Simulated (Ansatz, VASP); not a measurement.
Ir in VASP and in Ansatz

```
Ir
1.0
     2.72080    0.00000    0.00000
    -1.36040    2.35628    0.00000
     0.00000    0.00000    4.40669
Ir
2
Cartesian
  0.0000 1.5709 1.1017
  1.3604 0.7854 3.3050
```

Change from the starting cell: volume scaled by 0.97.

Alike in both runs: task single point; functional PBE; k mesh 15 × 15 × 8; occupations fermi-dirac, width 0.03 eV; no spin polarisation.

|  | VASP | Ansatz |
| --- | --- | --- |
| version | VASP 6.6.1 | Ansatz 0.2.0 |
| potentials or method | VASP PAW PBE potentials, release 64 (Ir), cutoff 520 eV | all-electron LAPW, scalar-relativistic |

|  | VASP | Ansatz | Ansatz less VASP |
| --- | --- | --- | --- |
| pressure (GPa) | 12.0 | 11.2 | -0.72 |
| traceless stress, the component that is largest in VASP (GPa) | 0.17 | 0.09 | -0.076 |

Ansatz ran all-electron here, and VASP with PAW potentials.

Neither program's run includes spin-orbit coupling.
